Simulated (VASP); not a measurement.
# CoSn (P6/mmm) in VASP: single point with r2SCAN

Aim: the single point of CoSn with r2SCAN.

Program: VASP 6.6.1. These are calculated values, not measurements. Logs are shortened: lines on timing, memory, paths and dates and some standing lists are left out, and cuts for length are marked.

### Step 1. The cell of the first run

Symmetry: P6/mmm, No. 191, hexagonal system. Conventional cell: a = 5.220 Å, b = 5.220 Å, c = 4.168 Å, α = 90.00°, β = 90.00°, γ = 120.00°. Within 3.4 Å of Co (site symmetry mmm) lie 6 Sn at 2.57 to 2.61 Å and 4 Co at 2.61 Å. Sn (site symmetry -6m2) has 6 Co at 2.57 Å and 3 Sn at 3.01 Å within 3.4 Å. Within 3.4 Å of Sn (site symmetry 6/mmm) lie 6 Co at 2.61 Å.

### Step 2. Single point, r2SCAN

POSCAR reads:

```
CoSn
1.0
    5.2197175453      0.0000000000      0.0000000000
   -2.6098587727      4.5204079948      0.0000000000
    0.0000000000      0.0000000000      4.1684711704
Co Sn
3 3
Direct
    0.0000000000      0.5000000000      0.0000000000
    0.5000000000      0.5000000000      0.0000000000
    0.5000000000      0.0000000000      0.0000000000
    0.6666666667      0.3333333333      0.5000000000
    0.3333333333      0.6666666667      0.5000000000
    0.0000000000      0.0000000000      0.0000000000
```

INCAR.step1 reads:

```
ALGO = Normal ; EDIFF = 1E-4
ENCUT = 520 ; GGA = PE
ISMEAR = 0 ; LASPH = True
LCHARG = False ; LREAL = False
LWAVE = True ; NBANDS = 44
NELM = 60 ; PREC = Accurate
SIGMA = 0.1
```

INCAR.step2 reads:

```
ALGO = Normal ; EDIFF = 1E-7
ENCUT = 520 ; ISIF = 2
ISMEAR = 0 ; ISTART = 1
LASPH = True ; LCHARG = False
LMIXTAU = True ; LREAL = False
LWAVE = False ; METAGGA = R2SCAN
NBANDS = 44 ; NELM = 60
PREC = Accurate ; SIGMA = 0.1
```

KPOINTS reads:

```
k-points
0
Gamma
  9 9 8
```

Potentials or basis: VASP PAW PBE potentials, release 64 (Co, Sn_d).

The run is started by

```console
> cat potpaw_PBE.64/Co/POTCAR potpaw_PBE.64/Sn_d/POTCAR > POTCAR
> cp INCAR.step1 INCAR
> mpirun -np 1 vasp_std > vasp.out
> cp INCAR.step2 INCAR
> mpirun -np 1 vasp_std > vasp.out
```

OUTCAR:

```text
EDIFF = 1E-7
   ENCUT = 520
   ISIF = 2
   ISMEAR = 0
   ISTART = 1
   LASPH = True
   LREAL = False
   METAGGA = R2SCAN
   NELM = 60
   PREC = Accurate

 ion  position               nearest neighbor table
   1  0.000  0.500  0.000-   4 2.57   5 2.57   4 2.57   5 2.57   3 2.61   3 2.61   2 2.61   2 2.61
                             6 2.61   6 2.61
   2  0.500  0.500  0.000-   4 2.57   5 2.57   4 2.57   5 2.57   6 2.61   6 2.61   1 2.61   1 2.61
                             3 2.61   3 2.61
   3  0.500  0.000  0.000-   4 2.57   5 2.57   4 2.57   5 2.57   1 2.61   1 2.61   6 2.61   6 2.61
                             2 2.61   2 2.61
   4  0.667  0.333  0.500-   1 2.57   1 2.57   3 2.57   3 2.57   2 2.57   2 2.57   5 3.01   5 3.01
                             5 3.01   6 3.66   6 3.66   6 3.66   6 3.66   6 3.66   6 3.66
   5  0.333  0.667  0.500-   1 2.57   1 2.57   3 2.57   3 2.57   2 2.57   2 2.57   4 3.01   4 3.01
                             4 3.01   6 3.66   6 3.66   6 3.66   6 3.66   6 3.66   6 3.66
   6  0.000  0.000  0.000-   2 2.61   2 2.61   3 2.61   3 2.61   1 2.61   1 2.61   5 3.66   4 3.66
                             5 3.66   4 3.66   4 3.66   5 3.66   5 3.66   4 3.66   5 3.66   5 3.66

  LATTYP: Found a hexagonal cell.
 ALAT       =     5.2197175453
 C/A-ratio  =     0.7986009079

  Lattice vectors:

 A1 = (   5.2197175453,   0.0000000000,   0.0000000000)
 A2 = (  -2.6098587727,   4.5204079948,   0.0000000000)
 A3 = (   0.0000000000,   0.0000000000,   4.1684711704)

Analysis of symmetry for initial positions (statically):
=====================================================================
 Subroutine PRICEL returns:
 Original cell was already a primitive cell.

 Routine SETGRP: Setting up the symmetry group for a
 hexagonal supercell.

 Subroutine GETGRP returns: Found 24 space group operations
 (whereof 24 operations were pure point group operations)
 out of a pool of 24 trial point group operations.

The static configuration has the point symmetry D_6h.

Analysis of symmetry for dynamics (positions and initial velocities):
=====================================================================
 Subroutine PRICEL returns:
 Original cell was already a primitive cell.

 Routine SETGRP: Setting up the symmetry group for a
 hexagonal supercell.

 Subroutine GETGRP returns: Found 24 space group operations
 (whereof 24 operations were pure point group operations)
 out of a pool of 24 trial point group operations.

The dynamic configuration has the point symmetry D_6h.

 Subroutine INISYM returns: Found 24 space group operations
 (whereof 24 operations are pure point group operations),
 and found     1 'primitive' translations

----------------------------------------------------------------------------------------

                                     Primitive cell

  volume of cell :      98.3561

  direct lattice vectors                    reciprocal lattice vectors
     5.219717545  0.000000000  0.000000000     0.191581248  0.110609485  0.000000000
    -2.609858773  4.520407995  0.000000000     0.000000000  0.221218970  0.000000000
     0.000000000  0.000000000  4.168471170     0.000000000  0.000000000  0.239896106

  length of vectors
     5.219717545  5.219717545  4.168471170     0.221218970  0.221218970  0.239896106

  position of ions in fractional coordinates (direct lattice)
     0.000000000  0.500000000  0.000000000
     0.500000000  0.500000000  0.000000000
     0.500000000  0.000000000  0.000000000
     0.666666667  0.333333333  0.500000000
     0.333333333  0.666666667  0.500000000
     0.000000000  0.000000000  0.000000000

  ion indices of the primitive-cell ions
   primitive index   ion index
                 1           1
                 2           2
                 3           3
                 4           4
                 5           5
                 6           6

----------------------------------------------------------------------------------------

 KPOINTS: k-points

Automatic generation of k-mesh.
 Grid dimensions read from file:
 generate k-points for:    9    9    8

 Generating k-lattice:

  Cartesian coordinates                     Fractional coordinates (reciprocal lattice)
     0.021286805  0.012289943  0.000000000     0.111111111  0.000000000  0.000000000
     0.000000000  0.024579886  0.000000000     0.000000000  0.111111111  0.000000000
     0.000000000  0.000000000  0.029987013     0.000000000  0.000000000  0.125000000

  Length of vectors
     0.024579886  0.024579886  0.029987013

  Shift w.r.t. Gamma in fractional coordinates (k-lattice)
     0.000000000  0.000000000  0.000000000

 Subroutine IBZKPT returns following result:
 ===========================================

 Found     60 irreducible k-points:

 Following reciprocal coordinates:
            Coordinates               Weight
  0.000000  0.000000  0.000000      1.000000
  0.111111 -0.000000  0.000000      6.000000
  0.222222 -0.000000  0.000000      6.000000
  0.333333  0.000000  0.000000      6.000000
  0.444444 -0.000000  0.000000      6.000000
  0.111111  0.111111  0.000000      6.000000
[... 16 lines left out ...]
  0.333333  0.222222  0.125000     24.000000
  0.333333  0.333333  0.125000      4.000000
 [... further k-points ...]
   k-points           NKPTS =     60   k-points in BZ     NKDIM =     60   number of bands    NBANDS=     44
   number of dos      NEDOS =    301   number of ions     NIONS =      6
   total plane-waves  NPLWV =  51200
   dimension x,y,z NGX =    40 NGY =   40 NGZ =   32
   dimension x,y,z NGXF=    80 NGYF=   80 NGZF=   64
   ions per type =               3   3
   NGX,Y,Z   is equivalent  to a cutoff of  12.74, 12.74, 12.76 a.u.
   NGXF,Y,Z  is equivalent  to a cutoff of  25.48, 25.48, 25.52 a.u.
 SYSTEM =  unknown system
   PREC   = accura    normal or accurate (medium, high low for compatibility)
   ISTART =      1    job   : 0-new  1-cont  2-samecut
   ICHARG =      0    charge: 1-file 2-atom 10-const
   ISPIN  =      1    spin polarized calculation?
   LNONCOLLINEAR =      F non collinear calculations
   LSORBIT =      F    spin-orbit coupling
   LASPH  =      T    aspherical Exc in radial PAW
   ENCUT  =  520.0 eV  38.22 Ry    6.18 a.u.   9.71  9.71  7.75*2*pi/ulx,y,z
   NELM   =     60;   NELMIN=  2; NELMDL=  0     # of ELM steps
   EDIFF  = 0.1E-06   stopping-criterion for ELM
   LREAL  =      F    real-space projection
   EDIFFG = 0.1E-05   stopping-criterion for IOM
   NSW    =      0    number of steps for IOM
   IBRION =     -1    ionic relax: 0-MD 1-quasi-New 2-CG
   NFREE  =      0    steps in history (QN), initial steepest desc. (CG)
   ISIF   =      2    stress and relaxation
   ISYM   =      2    0-nonsym 1-usesym 2-fastsym
   POTIM  = 0.5000    time-step for ionic-motion
   TEBEG  =    0.0;   TEEND  =   0.0 temperature during run
   PSTRESS=    0.0 pullay stress
   NELECT =      69.0000    total number of electrons
   NUPDOWN=      -1.0000    fix difference up-down
   EMIN   =  10.00;   EMAX   =-10.00  energy-range for DOS
   EFERMI =   0.00;   METHOD = LEGACY
   ISMEAR =     0;   SIGMA  =   0.10  broadening in eV -4-tet -1-fermi 0-gaus
   EFERMI_NEDOS =   21; number of points for ismear=-14 and -15
   IALGO  =     38    algorithm
   IMIX   =      4    mixing-type and parameters
     AMIX     =   0.40;   BMIX     =  1.00
     AMIX_MAG =   1.60;   BMIX_MAG =  1.00
  volume/ion in A,a.u.               =      16.39       110.62
  Fermi-wavevector in a.u.,A,eV,Ry     =   1.454646  2.748883 28.789868  2.115996
  Thomas-Fermi vector in A             =   2.571773
   LORBIT       =      0    0 simple, 1 ext, 2 COOP (PROOUT), +10 PAW based schemes
   METAGGA = R2SCAN    functional components
   LHFCALC =     F    Hartree Fock is set to
   AEXX    =    0.0000 exact exchange contribution
   IVDW    =     0    specifies the selected vdW correction
   LEPSILON=     F    determine dielectric tensor
   LRPA    =     F    only Hartree local field effects (RPA)
 non-spin polarized calculation
 Gauss-broadening in eV      SIGMA  =   0.10
  energy-cutoff  :      520.00
  volume of cell :       98.36
 maximum number of plane-waves:      2675
 NGX is ok and might be reduce to    40
   NGX = 19   NGY = 19   NGZ = 15

 number of electron      68.9999995 magnetization

 Free energy of the ion-electron system (eV)
  ---------------------------------------------------
  ext. energy  EPLUGINS =         0.00000000
  ---------------------------------------------------
  free energy    TOTEN  =      -113.66165019 eV

  energy without entropy =     -113.65324146  energy(sigma->0) =     -113.65744582

 E-fermi :  10.2460     XC(G=0): -12.9820

 val. band max:       10.2316567602   @ k =   0.3333   0.0000   0.1250
 cond. band min:      10.2589899414   @ k =   0.0000   0.0000   0.5000
 fundamental gap:      0.0273331812
 Fermi energy:        10.2460459344

 k-point     1 :       0.0000    0.0000    0.0000
  band No.  band energies     occupation
      1     -11.9788      2.00000
      2     -11.8497      2.00000
      3     -11.8497      2.00000
      4     -11.7982      2.00000
      5     -11.7981      2.00000
      6     -11.7118      2.00000
[... 36 lines left out ...]
     43      16.8823      0.00000
     44      17.2462      0.00000

 k-point     2 :       0.1111   -0.0000    0.0000
  band No.  band energies     occupation
      1     -11.9776      2.00000
      2     -11.8511      2.00000
      3     -11.8498      2.00000
      4     -11.8102      2.00000
      5     -11.8053      2.00000
      6     -11.7203      2.00000
[... 36 lines left out ...]
     43      16.1812      0.00000
     44      16.6643      0.00000

 k-point     3 :       0.2222   -0.0000    0.0000
  band No.  band energies     occupation
      1     -11.9746      2.00000
      2     -11.8544      2.00000
      3     -11.8488      2.00000
      4     -11.8346      2.00000
      5     -11.8238      2.00000
      6     -11.7281      2.00000
[... 976 lines left out ...]
     43      16.4921      0.00000
     44      17.0435      0.00000

 k-point    24 :       0.3333    0.3333    0.1250
  band No.  band energies     occupation
      1     -11.9664      2.00000
      2     -11.9069      2.00000
      3     -11.8485      2.00000
      4     -11.8485      2.00000
      5     -11.7827      2.00000
      6     -11.7827      2.00000
[... 36 lines left out ...]
     43      17.4013      0.00000
     44      17.6026      0.00000

 [... further k-points ...]
[... 5 lines left out ...]
  --------------------------------------------------------------------------------------
  -------------------------------------------------------------------------------------
  Total        1.3644178      1.3644178      1.2172665     -0.0000000      0.0000000     -0.0000000
  in kB       22.2257551     22.2257551     19.8287267     -0.0000000      0.0000000     -0.0000000
  external PRESSURE =      21.4267456 kB  Pullay stress =       0.0000000 kB

 VOLUME and BASIS-vectors are now :
 -----------------------------------------------------------------------------
  energy-cutoff  :      520.00
  volume of cell :       98.36
      direct lattice vectors                 reciprocal lattice vectors
     5.219717545  0.000000000  0.000000000     0.191581248  0.110609485  0.000000000
    -2.609858773  4.520407995  0.000000000     0.000000000  0.221218970  0.000000000
     0.000000000  0.000000000  4.168471170     0.000000000  0.000000000  0.239896106

 POSITION                                       TOTAL-FORCE (eV/Angst)
 -----------------------------------------------------------------------------------
     -1.30493      2.26020      0.00000        -0.000000      0.000000      0.000000
      1.30493      2.26020      0.00000        -0.000000      0.000000      0.000000
      2.60986      0.00000      0.00000        -0.000000      0.000000      0.000000
      2.60986      1.50680      2.08424         0.000000     -0.000000      0.000000
     -0.00000      3.01361      2.08424        -0.000000     -0.000000     -0.000000
      0.00000      0.00000      0.00000        -0.000000      0.000000      0.000000
 -----------------------------------------------------------------------------------
    total drift:                               -0.000000      0.000000     -0.000000

  FREE ENERGIE OF THE ION-ELECTRON SYSTEM (eV)
  ---------------------------------------------------
  free  energy   TOTEN  =      -113.6616501857 eV

  energy  without entropy=     -113.6532414619  energy(sigma->0) =     -113.65744582
```

Wall time 46 min (1 thread of AMD EPYC 7R13, shared host); peak memory 0.33 GiB.

What came out:

| Item | Value |
| --- | --- |
| Free energy | -113.6617 eV |
| Pressure | 2.1 GPa |

Stress tensor (GPa, compression positive):
```
2.22 0.00 0.00
0.00 2.22 0.00
0.00 0.00 1.98
```

Caveat: the PAW data sets were made with another functional, which shifts forces and pressure a little; spin-orbit coupling is left out, which moves the levels of the heavy elements. Spin polarisation is off, so any magnetic state and its effect on volume and gap are missing.
